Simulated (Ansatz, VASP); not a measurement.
**ScF3: VASP beside Ansatz**

File INCAR:

```
SYSTEM = ScF3
  ALGO = Normal
  EDIFF = 1E-6
  ENCUT = 910
  GGA_COMPAT = .FALSE.
  ISIF = 2
  ISMEAR = 0
  LASPH = .TRUE.
  LCHARG = .TRUE.
  LELF = .TRUE.
  LREAL = .FALSE.
  LVHAR = .TRUE.
  LWAVE = .FALSE.
  NBANDS = 24
  NELM = 120
  PREC = Accurate
  SIGMA = 0.05
```

Contents of KPOINTS:

```
k-points
0
G
  6 6 6
  0 0 0
```

The input POSCAR:

```
ScF3
1.0
    3.8519520000      0.0000000000      0.0000000000
    0.0000000000      3.8519520000      0.0000000000
    0.0000000000      0.0000000000      4.0124500000
Sc F
1 3
Direct
    0.0000000000      0.0000000000      0.0000000000
    0.5000000000      0.0000000000      0.0000000000
    0.0000000000      0.5000000000      0.0000000000
    0.0000000000      0.0000000000      0.5000000000
```

Input for Ansatz:

```yaml
crystal:
  lattice:
    - [3.851952, 0.0, 0.0]
    - [0.0, 3.851952, 0.0]
    - [0.0, 0.0, 4.01245]
  atoms:
    - { symbol: Sc, position: [0.0, 0.0, 0.0] }
    - { symbol: F, position: [0.5, 0.0, 0.0] }
    - { symbol: F, position: [0.0, 0.5, 0.0] }
    - { symbol: F, position: [0.0, 0.0, 0.5] }
basis:
  ecutwfc: 420
kpoints:
  mp_grid: { grid: [6, 6, 6] }
hamiltonian:
  xc: lda
scf:
  occupations: { method: gaussian, width: 0.05 }
output:
  forces: true
  stress: true
  eigenvalues: true
```

Change from the starting cell: strain -0.040 along x and y, +0.000 along z, atoms carried along.

Alike in both runs: task single point; functional LDA; k mesh 6 × 6 × 6; occupations gaussian, width 0.05 eV; no spin polarisation.

|  | VASP | Ansatz |
| --- | --- | --- |
| version | VASP 6.6.1 | Ansatz 0.2.0 |
| potentials or method | VASP PAW LDA potentials, release 64 (Sc_sv, F_h), cutoff 910 eV | scalar-relativistic, plane waves, PAW |
| valence electrons in the cell | 32 | 32 |

Ansatz gave:

- gap on the k mesh at the Fermi level (eV): 6.51
- least direct gap on the mesh (eV): 6.95

Question: Which values does VASP return?

Answer: gap on the k mesh at the Fermi level (eV): 6.50; least direct gap on the mesh (eV): 6.93.

LDA's correlation is that of Perdew and Zunger in VASP and of Perdew and Wang (1992) in Ansatz.

Noted on VASP's run: the cutoff is short for stress, so the pressure is rough.
